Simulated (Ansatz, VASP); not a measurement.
# Two plane-wave programs on LaOs3

File INCAR:

```
PREC = Accurate
ENCUT = 520
EDIFF = 1E-6
ISMEAR = 0
SIGMA = 0.05
LREAL = False
LASPH = True
NELM = 100
ALGO = Normal
ISIF = 2
LWAVE = False
LCHARG = False
GGA = PS
NBANDS = 26
```

Contents of KPOINTS:

```
regular mesh
0
Gamma
  8 8 8
```

The input POSCAR:

```
LaOs3
1.0
    4.1470735563      0.0000000000      0.0000000000
    0.0000000000      4.1470735563      0.0000000000
    0.0000000000      0.0000000000      4.1470735563
La Os
1 3
Direct
    0.0000000000      0.0000000000      0.0000000000
    0.0000000000      0.5000000000      0.5000000000
    0.5000000000      0.5000000000      0.0000000000
    0.5000000000      0.0000000000      0.5000000000
```

Input for Ansatz:

```yaml
crystal:
  lattice:
    - [4.1470735563, 0.0, 0.0]
    - [0.0, 4.1470735563, 0.0]
    - [0.0, 0.0, 4.1470735563]
  atoms:
    - { symbol: La, position: [0.0, 0.0, 0.0] }
    - { symbol: Os, position: [0.0, 0.5, 0.5] }
    - { symbol: Os, position: [0.5, 0.5, 0.0] }
    - { symbol: Os, position: [0.5, 0.0, 0.5] }
basis:
  ecutwfc: 420
  ecutrho_ratio: 4
kpoints:
  mp_grid: { grid: [8, 8, 8] }
hamiltonian:
  xc: pbesol
scf:
  occupations: { method: gaussian, width: 0.05 }
output:
  forces: true
  stress: true
  eigenvalues: true
  populations: true
  hubbard: { sites: [{ species: La, l: f }] }
```

Alike in both runs: task single point; functional PBEsol; k mesh 8 × 8 × 8; occupations gaussian, width 0.05 eV; no spin polarisation.

|  | VASP | Ansatz |
| --- | --- | --- |
| version | VASP 6.6.1 | Ansatz 0.2.0 |
| potentials or method | VASP PAW PBE potentials, release 64 (La, Os), cutoff 520 eV | scalar-relativistic, plane waves, PAW |
| valence electrons in the cell | 35 | 59 |

```tsv
	VASP	Ansatz	Ansatz less VASP
gap on the k mesh at the Fermi level (eV)	none	none	-
pressure (GPa)	-7.6	-7.8	-0.13
```

VASP's potentials were made for PBE, not for PBEsol. A gap of «none» marks a metal or a gap that the smearing closes. VASP's potentials hold 35 valence electrons a cell and Ansatz's 59, so a difference there can come from the potentials and not from the codes.

Spin-orbit coupling is off throughout.
